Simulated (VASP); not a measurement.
# Hg in VASP: further runs

Hg is run at these levels: PBE, BLYP, PBE+U; tasks: single point.

Program: VASP 6.6.1. These are calculated values, not measurements. Logs are shortened: lines on timing, memory, paths and dates and some standing lists are left out, and cuts for length are marked.

**1. The cell of the first run**

It takes space group P6_3/mmc (No. 194, hexagonal). The conventional cell has a = 3.462 Å, b = 3.462 Å, c = 5.488 Å, α = 90.00°, β = 90.00°, γ = 120.00°. Hg (site symmetry -6m2) has 12 Hg at 3.39 to 3.46 Å within 4.5 Å.

**2. Single point, PBE**

INCAR reads:

```
PREC = Accurate
ENCUT = 520
EDIFF = 1E-7
ISMEAR = 0
SIGMA = 0.1
LREAL = False
LASPH = True
NELM = 60
ALGO = Fast
ISIF = 2
LWAVE = False
LCHARG = True
GGA = PE
LELF = True
LVHAR = True
NBANDS = 19
```

KPOINTS reads:

```
regular mesh
0
Gamma
  6 6 4
```

POSCAR reads:

```
Hg
1.0
    3.4618096384      0.0000000000      0.0000000000
   -1.7309048192      2.9980150899      0.0000000000
    0.0000000000      0.0000000000      5.4875482800
Hg
2
Direct
    0.6666666667      0.3333333333      0.7500000000
    0.3333333333      0.6666666667      0.2500000000
```

Potentials or basis: VASP PAW PBE potentials, release 64 (Hg).

The run is started by

```
cat potpaw_PBE.64/Hg/POTCAR > POTCAR
mpirun -np 1 vasp_std > vasp.out
```

OUTCAR:

```text
PREC = Accurate
   ENCUT = 520
   EDIFF = 1E-7
   ISMEAR = 0
   LREAL = False
   LASPH = True
   NELM = 60
   ISIF = 2
   GGA = PE

 ion  position               nearest neighbor table
   1  0.667  0.333  0.750-   2 3.39   2 3.39   2 3.39   2 3.39   2 3.39   2 3.39
   2  0.333  0.667  0.250-   1 3.39   1 3.39   1 3.39   1 3.39   1 3.39   1 3.39

  LATTYP: Found a hexagonal cell.
 ALAT       =     3.4618096384
 C/A-ratio  =     1.5851675433

  Lattice vectors:

 A1 = (   3.4618096384,   0.0000000000,   0.0000000000)
 A2 = (  -1.7309048192,   2.9980150899,   0.0000000000)
 A3 = (   0.0000000000,   0.0000000000,   5.4875482800)

Analysis of symmetry for initial positions (statically):
=====================================================================
 Subroutine PRICEL returns:
 Original cell was already a primitive cell.

 Routine SETGRP: Setting up the symmetry group for a
 hexagonal supercell.

 Subroutine GETGRP returns: Found 24 space group operations
 (whereof 12 operations were pure point group operations)
 out of a pool of 24 trial point group operations.

The static configuration has the point symmetry D_3d.
 The point group associated with its full space group is D_6h.

Analysis of symmetry for dynamics (positions and initial velocities):
=====================================================================
 Subroutine PRICEL returns:
 Original cell was already a primitive cell.

 Routine SETGRP: Setting up the symmetry group for a
 hexagonal supercell.

 Subroutine GETGRP returns: Found 24 space group operations
 (whereof 12 operations were pure point group operations)
 out of a pool of 24 trial point group operations.

The dynamic configuration has the point symmetry D_3d.
 The point group associated with its full space group is D_6h.

 Subroutine INISYM returns: Found 24 space group operations
 (whereof 12 operations are pure point group operations),
 and found     1 'primitive' translations

----------------------------------------------------------------------------------------

                                     Primitive cell

  volume of cell :      56.9528

  direct lattice vectors                    reciprocal lattice vectors
     3.461809638  0.000000000  0.000000000     0.288866259  0.166777012  0.000000000
    -1.730904819  2.998015090  0.000000000     0.000000000  0.333554025  0.000000000
     0.000000000  0.000000000  5.487548280     0.000000000  0.000000000  0.182230743

  length of vectors
     3.461809638  3.461809638  5.487548280     0.333554025  0.333554025  0.182230743

  position of ions in fractional coordinates (direct lattice)
     0.666666667  0.333333333  0.750000000
     0.333333333  0.666666667  0.250000000

  ion indices of the primitive-cell ions
   primitive index   ion index
                 1           1
                 2           2

----------------------------------------------------------------------------------------

 KPOINTS: regular mesh

Automatic generation of k-mesh.
 Grid dimensions read from file:
 generate k-points for:    6    6    4

 Generating k-lattice:

  Cartesian coordinates                     Fractional coordinates (reciprocal lattice)
     0.048144377  0.027796169  0.000000000     0.166666667  0.000000000  0.000000000
     0.000000000  0.055592337  0.000000000     0.000000000  0.166666667  0.000000000
     0.000000000  0.000000000  0.045557686     0.000000000  0.000000000  0.250000000

  Length of vectors
     0.055592337  0.055592337  0.045557686

  Shift w.r.t. Gamma in fractional coordinates (k-lattice)
     0.000000000  0.000000000  0.000000000

 Subroutine IBZKPT returns following result:
 ===========================================

 Found     21 irreducible k-points:

 Following reciprocal coordinates:
            Coordinates               Weight
  0.000000  0.000000  0.000000      1.000000
  0.166667 -0.000000  0.000000      6.000000
  0.333333  0.000000  0.000000      6.000000
  0.500000  0.000000  0.000000      3.000000
  0.166667  0.166667  0.000000      6.000000
  0.333333  0.166667  0.000000     12.000000
[... 13 lines left out ...]
  0.333333  0.166667  0.500000     12.000000
  0.333333  0.333333  0.500000      2.000000
   k-points           NKPTS =     21   k-points in BZ     NKDIM =     21   number of bands    NBANDS=     19
   number of dos      NEDOS =    301   number of ions     NIONS =      2
   total plane-waves  NPLWV =  32928
   dimension x,y,z NGX =    28 NGY =   28 NGZ =   42
   dimension x,y,z NGXF=    56 NGYF=   56 NGZF=   84
   ions per type =               2
   NGX,Y,Z   is equivalent  to a cutoff of  13.45, 13.45, 12.72 a.u.
   NGXF,Y,Z  is equivalent  to a cutoff of  26.89, 26.89, 25.45 a.u.
 SYSTEM =  unknown system
   PREC   = accura    normal or accurate (medium, high low for compatibility)
   ISTART =      0    job   : 0-new  1-cont  2-samecut
   ICHARG =      2    charge: 1-file 2-atom 10-const
   ISPIN  =      1    spin polarized calculation?
   LNONCOLLINEAR =      F non collinear calculations
   LSORBIT =      F    spin-orbit coupling
   LASPH  =      T    aspherical Exc in radial PAW
   ENCUT  =  520.0 eV  38.22 Ry    6.18 a.u.   6.44  6.44 10.20*2*pi/ulx,y,z
   NELM   =     60;   NELMIN=  2; NELMDL= -5     # of ELM steps
   EDIFF  = 0.1E-06   stopping-criterion for ELM
   LREAL  =      F    real-space projection
   EDIFFG = 0.1E-05   stopping-criterion for IOM
   NSW    =      0    number of steps for IOM
   IBRION =     -1    ionic relax: 0-MD 1-quasi-New 2-CG
   NFREE  =      0    steps in history (QN), initial steepest desc. (CG)
   ISIF   =      2    stress and relaxation
   ISYM   =      2    0-nonsym 1-usesym 2-fastsym
   POTIM  = 0.5000    time-step for ionic-motion
   TEBEG  =    0.0;   TEEND  =   0.0 temperature during run
   PSTRESS=    0.0 pullay stress
   NELECT =      24.0000    total number of electrons
   NUPDOWN=      -1.0000    fix difference up-down
   EMIN   =  10.00;   EMAX   =-10.00  energy-range for DOS
   EFERMI =   0.00;   METHOD = LEGACY
   ISMEAR =     0;   SIGMA  =   0.10  broadening in eV -4-tet -1-fermi 0-gaus
   EFERMI_NEDOS =   21; number of points for ismear=-14 and -15
   IALGO  =     68    algorithm
   IMIX   =      4    mixing-type and parameters
     AMIX     =   0.40;   BMIX     =  1.00
     AMIX_MAG =   1.60;   BMIX_MAG =  1.00
  volume/ion in A,a.u.               =      28.48       192.17
  Fermi-wavevector in a.u.,A,eV,Ry     =   1.227364  2.319382 20.496128  1.506423
  Thomas-Fermi vector in A             =   2.362330
   LORBIT       =      0    0 simple, 1 ext, 2 COOP (PROOUT), +10 PAW based schemes
   GGA     = PE    functional components
   LHFCALC =     F    Hartree Fock is set to
   AEXX    =    0.0000 exact exchange contribution
   IVDW    =     0    specifies the selected vdW correction
   LEPSILON=     F    determine dielectric tensor
   LRPA    =     F    only Hartree local field effects (RPA)
 non-spin polarized calculation
 RMM-DIIS sequential band-by-band and
 Gauss-broadening in eV      SIGMA  =   0.10
  energy-cutoff  :      520.00
  volume of cell :       56.95
 maximum number of plane-waves:      1554
 NGX is ok and might be reduce to    28
   NGX = 13   NGY = 13   NGZ = 21

 number of electron      24.0000000 magnetization

 Free energy of the ion-electron system (eV)
  ---------------------------------------------------
  ext. energy  EPLUGINS =         0.00000000
  ---------------------------------------------------
  free energy    TOTEN  =        -0.33856230 eV

  energy without entropy =       -0.33691653  energy(sigma->0) =       -0.33773941

 E-fermi :   0.8451     XC(G=0):  -9.8310

 val. band max:        0.7717631145   @ k =   0.3333   0.0000   0.0000
 cond. band min:       1.3658709218   @ k =   0.5000   0.0000   0.5000
 fundamental gap:      0.5941078073
 Fermi energy:         0.8451247574

 k-point     1 :       0.0000    0.0000    0.0000
  band No.  band energies     occupation
      1      -6.2282      2.00000
      2      -5.6486      2.00000
      3      -5.0046      2.00000
      4      -5.0023      2.00000
      5      -5.0023      2.00000
      6      -4.9051      2.00000
[... 11 lines left out ...]
     18      14.2135      0.00000
     19      14.7684      0.00000

 k-point     2 :       0.1667   -0.0000    0.0000
  band No.  band energies     occupation
      1      -5.7635      2.00000
      2      -5.4834      2.00000
      3      -5.1007      2.00000
      4      -4.9493      2.00000
      5      -4.9311      2.00000
      6      -4.9042      2.00000
[... 11 lines left out ...]
     18      13.9488      0.00000
     19      14.7213      0.00000

 k-point     3 :       0.3333    0.0000    0.0000
  band No.  band energies     occupation
      1      -5.5355      2.00000
      2      -5.4169      2.00000
      3      -5.2695      2.00000
      4      -5.0402      2.00000
      5      -4.8584      2.00000
      6      -4.7278      2.00000
[... 11 lines left out ...]
     18      12.4911      0.00000
     19      13.1495      0.00000

 k-point     4 :       0.5000    0.0000    0.0000
  band No.  band energies     occupation
      1      -5.6276      2.00000
      2      -5.4546      2.00000
      3      -5.4306      2.00000
      4      -5.1007      2.00000
      5      -4.7943      2.00000
      6      -4.7584      2.00000
[... 11 lines left out ...]
     18      12.2536      0.00000
     19      12.3743      0.00000

 k-point     5 :       0.1667    0.1667    0.0000
  band No.  band energies     occupation
      1      -5.3524      2.00000
      2      -5.3201      2.00000
      3      -5.1717      2.00000
      4      -5.0300      2.00000
      5      -5.0224      2.00000
      6      -4.8945      2.00000
[... 11 lines left out ...]
     18      11.7964      0.00000
     19      12.9934      0.00000
[... 268 lines left out ...]
      2      -5.5737      2.00000
      3      -5.3382      2.00000
      4      -5.3382      2.00000
      5      -4.7019      2.00000
      6      -4.7019      2.00000
[... 11 lines left out ...]
     18      10.3439      0.00000
     19      12.5788      0.00000

 k-point    19 :       0.1667    0.1667    0.5000
  band No.  band energies     occupation
      1      -5.3355      2.00000
      2      -5.3355      2.00000
      3      -5.0375      2.00000
      4      -5.0375      2.00000
      5      -4.9463      2.00000
      6      -4.9463      2.00000
[... 11 lines left out ...]
     18       9.7483      0.00000
     19      15.5478      0.00000

 k-point    20 :       0.3333    0.1667    0.5000
  band No.  band energies     occupation
      1      -5.4470      2.00000
      2      -5.4470      2.00000
      3      -5.1835      2.00000
      4      -5.1835      2.00000
      5      -4.7908      2.00000
      6      -4.7908      2.00000
[... 11 lines left out ...]
     18      10.8703      0.00000
     19      15.0844      0.00000

 k-point    21 :       0.3333    0.3333    0.5000
  band No.  band energies     occupation
      1      -5.3741      2.00000
      2      -5.3741      2.00000
      3      -5.0292      2.00000
      4      -5.0292      2.00000
      5      -4.8221      2.00000
      6      -4.8221      2.00000
[... 11 lines left out ...]
     18      11.8574      0.00000
     19      14.7731      0.00000

------------------------ aborting loop because EDIFF is reached ----------------------------------------

  FORCE on cell =-STRESS in cart. coord.  units (eV):
  Direction    XX          YY          ZZ          XY          YZ          ZX
  --------------------------------------------------------------------------------------
  -------------------------------------------------------------------------------------
  Total        0.4142749      0.4142749      0.5135159      0.0000000      0.0000000      0.0000000
  in kB       11.6542360     11.6542360     14.4460491      0.0000000      0.0000000      0.0000000
  external PRESSURE =      12.5848404 kB  Pullay stress =       0.0000000 kB

 VOLUME and BASIS-vectors are now :
 -----------------------------------------------------------------------------
  energy-cutoff  :      520.00
  volume of cell :       56.95
      direct lattice vectors                 reciprocal lattice vectors
     3.461809638  0.000000000  0.000000000     0.288866259  0.166777012  0.000000000
    -1.730904819  2.998015090  0.000000000     0.000000000  0.333554025  0.000000000
     0.000000000  0.000000000  5.487548280     0.000000000  0.000000000  0.182230743

 POSITION                                       TOTAL-FORCE (eV/Angst)
 -----------------------------------------------------------------------------------
      1.73090      0.99934      4.11566        -0.000000      0.000000     -0.000000
     -0.00000      1.99868      1.37189         0.000000     -0.000000      0.000000
 -----------------------------------------------------------------------------------
    total drift:                               -0.000000      0.000000     -0.000000

  FREE ENERGIE OF THE ION-ELECTRON SYSTEM (eV)
  ---------------------------------------------------
  free  energy   TOTEN  =        -0.3385622959 eV

  energy  without entropy=       -0.3369165328  energy(sigma->0) =       -0.33773941
```

Wall time 16 s (1 thread of Intel Xeon 6975P-C, shared host); peak memory 0.18 GiB.

What came out:

- Free energy: -0.3386 eV
- Pressure: 1.3 GPa
- Band gap on the k mesh: zero (band 12 reaches 0.77 eV, above the bottom of band 13 at 0.69 eV)

Caveat: spin-orbit coupling is left out, which moves the levels of the heavy elements.

[end of part 1 of 2]
